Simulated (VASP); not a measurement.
Here is a VASP 6.6.1 calculation.

The input INCAR:

```
PREC     = Accurate       # precision mode
ENCUT    = 520            # plane-wave cutoff, eV
EDIFF    = 1E-6           # SCF threshold, eV
ISMEAR   = 0              # smearing method
SIGMA    = 0.1            # smearing width, eV
LREAL    = F              # projectors in reciprocal space
LASPH    = T              # aspherical terms in the spheres
NELM     = 100            # most SCF steps
ALGO     = Normal         # electronic algorithm
ISIF     = 2              # what is computed and relaxed
LWAVE    = F              # write WAVECAR
LCHARG   = F              # write CHGCAR
GGA      = PE             # functional
NBANDS   = 24             # bands
```

File KPOINTS:

```
regular mesh
0
Gamma
  10 10 10
```

POSCAR

```
PbSe3
1.0
    4.5942460906      0.0000000000      0.0000000000
    0.0000000000      4.5942460906      0.0000000000
    0.0000000000      0.0000000000      4.5942460906
Pb Se
1 3
Direct
    0.0000000000      0.0000000000      0.0000000000
    0.0000000000      0.5000000000      0.5000000000
    0.5000000000      0.0000000000      0.5000000000
    0.5000000000      0.5000000000      0.0000000000
```

Potentials or basis: VASP PAW PBE potentials, release 64 (Pb_d, Se).

Launch:

```console
$ cat potpaw_PBE.64/Pb_d/POTCAR potpaw_PBE.64/Se/POTCAR > POTCAR
$ mpirun -np 1 vasp_std > vasp.out
```

(1) Estimate the band gap on the k mesh.

(2) What does it give for the pressure?

Answers

(1) zero (bands 16 and 17 overlap by 1.41 eV).

(2) 0.0 GPa.

Caveat: spin-orbit coupling is left out, which moves the levels of the heavy elements.
